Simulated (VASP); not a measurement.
Set up this calculation in VASP 6.6.1, as the native input.

* Task: single point
* Functional: r2SCAN
* Dispersion: rVV10
* Potentials or basis: VASP PAW PBE potentials, release 64 (Li_sv, F)
* Cutoff: 520 eV
* k mesh: 7 × 7 × 7
* Occupations: gaussian, width 0.01 eV
* Spin: no spin polarisation
* Dipole correction: no
* Further INCAR settings: ALGO = Normal; EDIFF = 1e-07; NBANDS = 12

LiF (Griceite):

```
Li F
1.0
     0.00000    1.98669    1.98669
     1.98669    0.00000    1.98669
     1.98669    1.98669    0.00000
Li F
1 1
Direct
  0.00000 0.00000 0.00000
  0.50000 0.50000 0.50000
```

These files were run (other wordings do the same):

POSCAR

```
LiF
1.0
    0.0000000000      1.9866879290      1.9866879290
    1.9866879290      0.0000000000      1.9866879290
    1.9866879290      1.9866879290      0.0000000000
Li F
1 1
Direct
    0.0000000000      0.0000000000      0.0000000000
    0.5000000000      0.5000000000      0.5000000000
```

INCAR.step1

```
  PREC = Accurate
  ENCUT = 520
  ISMEAR = 0
  SIGMA = 0.01
  LREAL = False
  LASPH = True
  NELM = 100
  NBANDS = 12
  GGA = PE
  ALGO = Normal
  EDIFF = 1E-4
  LWAVE = True
  LCHARG = False
```

INCAR.step2

```
  PREC = Accurate
  ENCUT = 520
  EDIFF = 1E-7
  ISMEAR = 0
  SIGMA = 0.01
  LREAL = False
  LASPH = True
  NELM = 100
  ALGO = Normal
  ISIF = 2
  LWAVE = False
  LCHARG = True
  METAGGA = R2SCAN
  LMIXTAU = True
  LUSE_VDW = True
  IVDW_NL = 2
  BPARAM = 11.95
  CPARAM = 0.0093
  LELF = True
  LVHAR = True
  NBANDS = 12
  ISTART = 1
```

KPOINTS

```
regular mesh
0
Gamma
  7 7 7
```

Potentials or basis: VASP PAW PBE potentials, release 64 (Li_sv, F).

Run with:

```console
$ cat potpaw_PBE.64/Li_sv/POTCAR potpaw_PBE.64/F/POTCAR > POTCAR
$ cp INCAR.step1 INCAR
$ mpirun -np 1 vasp_std > vasp.out
$ cp INCAR.step2 INCAR
$ mpirun -np 1 vasp_std > vasp.out
```

It gave:

| Property | Result |
| --- | --- |
| Band gap on the k mesh | 10.60 eV, direct |

Run time: 25 s on 1 thread of Intel(R) Xeon(R) 6975P-C (Granite Rapids) (shared host), peak memory 0.2 GiB.
